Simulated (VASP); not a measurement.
A run of VASP 6.6.1:

Contents of INCAR:

```
SYSTEM = MgAl12
PREC     = Accurate       ! precision mode
ENCUT    = 520            ! plane-wave cutoff, eV
EDIFF    = 1E-6           ! SCF threshold, eV
ISMEAR   = 0              ! smearing method
SIGMA    = 0.1            ! smearing width, eV
LREAL    = .False.        ! projectors in reciprocal space
LASPH    = .True.         ! aspherical terms in the spheres
NELM     = 60             ! most SCF steps
ALGO     = Normal         ! electronic algorithm
ISIF     = 2              ! what is computed and relaxed
LWAVE    = .False.        ! write WAVECAR
LCHARG   = .False.        ! write CHGCAR
LDIPOL   = .True.       
IDIPOL   = 3            
DIPOL    = 0.5 0.5 0.325
GGA      = CA             ! functional
NBANDS   = 31             ! bands
```

The input KPOINTS:

```
Automatic mesh
0
Gamma
  5 5 1
  0 0 0
```

POSCAR

```
MgAl12
1.0
    5.6343731020      0.0000000000      0.0000000000
    0.0000000000      5.6343731020      0.0000000000
    0.0000000000      0.0000000000     19.6039189496
Al Mg
12 1
Direct
    0.2500000000      0.2500000000      0.2040408354
    0.2500000000      0.7500000000      0.2040408354
    0.7500000000      0.2500000000      0.2040408354
    0.7500000000      0.7500000000      0.2040408354
    0.0000000000      0.0000000000      0.3086915083
    0.0000000000      0.5000000000      0.3086915083
    0.5000000000      0.0000000000      0.3086915083
    0.5000000000      0.5000000000      0.3086915083
    0.2312226188      0.2300670579      0.4048088420
    0.2348764526      0.7441239961      0.4148721656
    0.7344837921      0.2431941575      0.4183137839
    0.7364310465      0.7429132447      0.4167793301
    0.3333333333      0.4166666667      0.5254004505
```

Potentials or basis: VASP PAW LDA potentials, release 64 (Al, Mg).

The run is started by

```sh
$ cat potpaw_LDA.64/Al/POTCAR potpaw_LDA.64/Mg/POTCAR > POTCAR
$ mpirun -np 1 vasp_std > vasp.out
```

Hardware: 1 thread of Oxide Virtual Turin-like Processor, with other jobs on the host.

Question: How long does it take, and how much memory?

Answer: Wall time 5.8 min on 1 thread of Oxide Virtual Turin-like Processor (shared host), peak memory 0.5 GiB. Counts: scf iterations 25, k points 13.
